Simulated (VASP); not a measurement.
Cu, 1 atom in the cell. The structure is tetragonal, space group I4/mmm (No. 139). The conventional cell has a = 2.886 Å, b = 2.886 Å, c = 2.752 Å, α = 90.00°, β = 90.00°, γ = 90.00°. Within 3.2 Å of Cu (site symmetry 4/mmm) lie 14 Cu at 2.46 to 2.89 Å. 

| Quantity | Value |
| --- | --- |
| Program | VASP 6.6.1 |
| Task | relaxation of cell and atoms |
| Functional | PBEsol |
| Potentials or basis | VASP PAW PBE potentials, release 64 (Cu) |
| Cutoff | 600 eV |
| k mesh | 20 × 20 × 20 |
| Occupations | gaussian, width 0.1 eV |
| Spin | no spin polarisation |
| Dipole correction | no |
| Further INCAR settings | ALGO = Normal; EDIFF = 1e-06; IBRION = 2; EDIFFG = -0.005; NSW = 100; ISIF = 3 |

Potentials or basis: VASP PAW PBE potentials, release 64 (Cu).

Run with:

```sh
$ cat potpaw_PBE.64/Cu/POTCAR > POTCAR
$ mpirun -np 1 vasp_std > vasp.out
```

Hardware: 1 thread of Intel(R) Xeon(R) 6975P-C (Granite Rapids) (shared host).

Question: How long does it take, and how much memory?

Answer: It took 2.2 min on 1 thread of Intel(R) Xeon(R) 6975P-C (Granite Rapids) (shared host), peak memory 0.21 GiB. Counts: scf iterations 50, k points 641, ion steps 9.
